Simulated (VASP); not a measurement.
## ScB2Sb3: relaxation of cell and atoms with PBE

The system is ScB2Sb3.

```
Sc B Sb
1.0
    -2.54974    3.55790    4.17666
     2.54974   -3.55790    4.17666
     2.54974    3.55790   -4.17666
Sc B Sb
1 2 3
Cartesian
  2.5497 0.0000 0.0000
  0.0000 0.0000 2.8039
  0.0000 0.0000 5.5494
  0.0000 0.0000 7.0286
  0.0000 0.0000 1.3247
  0.0000 0.0000 4.1767
```

The cell was built from a structure type or drawn by symmetry, and may not be a known phase.

- Program: VASP 6.6.1
- Task: relaxation of cell and atoms
- Functional: PBE
- Potentials or basis: VASP PAW PBE potentials, release 64 (Sc_sv, B, Sb)
- Cutoff: 600 eV
- k mesh: 4 × 4 × 4
- Occupations: gaussian, width 0.1 eV
- Spin: no spin polarisation
- Dipole correction: no
- Further INCAR settings: ALGO = Normal; EDIFF = 1e-06; IBRION = 2; EDIFFG = -0.04; NSW = 90; ISIF = 3

| Item | Value |
| --- | --- |
| Relaxed volume | 26.89 Å³/atom |
| Relaxed cell | a = 7.106 Å, b = 7.106 Å, c = 7.106 Å, α = 142.38°, β = 131.80°, γ = 62.70° |
| Space group after relaxing (to 0.1 Å) | Immm (No. 71) |
| Pressure after relaxing | 0.0 GPa |
| Largest force after relaxing | 0.040 eV/Å |
| Band gap on the k mesh | zero (bands 16 and 17 overlap by 0.77 eV) |

Forces on the atoms (eV/Å):
```
Sc   0.000  0.000  0.000
B    0.000  0.000 -0.040
B    0.000  0.000  0.040
Sb   0.000  0.000  0.008
Sb   0.000  0.000 -0.008
Sb   0.000  0.000  0.000
```

Stress tensor (GPa, compression positive):
```
-0.12  0.00  0.00
 0.00  0.13  0.00
 0.00  0.00 -0.03
```

Final structure:
```yaml
crystal:
  lattice:
    - [-2.29103, 2.90157, 6.06806]
    - [2.29103, -2.90157, 6.06806]
    - [2.29103, 2.90157, -6.06806]
  atoms:
    - { symbol: Sc, position: [0.00000, 0.50000, 0.50000] }
    - { symbol: B, position: [0.32550, 0.32550, 0.00000] }
    - { symbol: B, position: [0.67450, 0.67450, 0.00000] }
    - { symbol: Sb, position: [0.84893, 0.84893, 0.00000] }
    - { symbol: Sb, position: [0.15107, 0.15107, 0.00000] }
    - { symbol: Sb, position: [0.50000, 0.50000, 0.00000] }
```

Levels at points of the mesh, in eV from the Fermi level:
```tsv
k point	band 14	band 15	band 16	band 17	band 18	band 19
(0.00, 0.00, 0.00)	-1.50	-0.16	0.24	0.43	0.97	1.03
(0.50, 0.00, 0.00)	-1.11	-1.07	-0.80	0.64	0.67	1.25
(0.00, 0.50, 0.00)	-1.88	-1.10	-0.41	-0.36	0.12	0.43
(0.50, 0.50, 0.00)	-1.65	-0.51	0.15	0.60	0.72	0.89
(0.50, 0.50, 0.50)	-0.89	-0.81	-0.04	0.71	0.72	1.06
```

Wall time 63 min on 1 thread of Intel(R) Xeon(R) Platinum 8488C (Sapphire Rapids), with other jobs on the host, peak memory 0.41 GiB.

Caveat: the k points lie up to 0.37 Å⁻¹ apart in the final cell, too coarse for converged energies and pressures of a metal; a cell axis changed by over 15 % at a fixed basis, so the end point is rough; spin-orbit coupling is left out, which moves the levels of the heavy elements.
